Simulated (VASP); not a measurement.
A run of VASP 6.6.1 is set up as follows.

INCAR

```
PREC = Accurate
ENCUT = 520
EDIFF = 1E-6
ISMEAR = 0
SIGMA = 0.1
LREAL = False
LASPH = True
NELM = 100
ALGO = Normal
ISIF = 2
LWAVE = False
LCHARG = False
GGA = PE
NBANDS = 34
```

Contents of KPOINTS:

```
regular mesh
0
Gamma
  12 12 2
```

POSCAR

```
TiMoSe4
1.0
    3.4020603272      0.0000000000      0.0000000000
   -1.7010301636      2.9462706685      0.0000000000
    0.0000000000      0.0000000000     14.3402911549
Ti Mo Se
1 1 4
Direct
    0.0000000000      0.0000000000      0.5000000000
    0.6666666667      0.3333333333      0.0000000000
    0.6666666667      0.3333333333      0.6145049392
    0.0000000000      0.0000000000      0.8855711099
    0.0000000000      0.0000000000      0.1144288901
    0.6666666667      0.3333333333      0.3854950608
```

Potentials or basis: VASP PAW PBE potentials, release 64 (Ti_sv, Mo_sv, Se).

The run is started by

```sh
$ cat potpaw_PBE.64/Ti_sv/POTCAR potpaw_PBE.64/Mo_sv/POTCAR potpaw_PBE.64/Se/POTCAR > POTCAR
$ mpirun -np 1 vasp_std > vasp.out
```

(1) Predict the pressure.

(2) Predict the band gap on the k mesh.

(3) Predict the largest force.

Results:

(1) 0.1 GPa.

(2) 0.02 eV (least direct gap 0.67 eV).

(3) 0.028 eV/Å.

Caveat: the smearing spreads over this small gap; this functional lacks dispersion, which binds layers or chains, so the pressure and a relaxed spacing across them are unreliable.
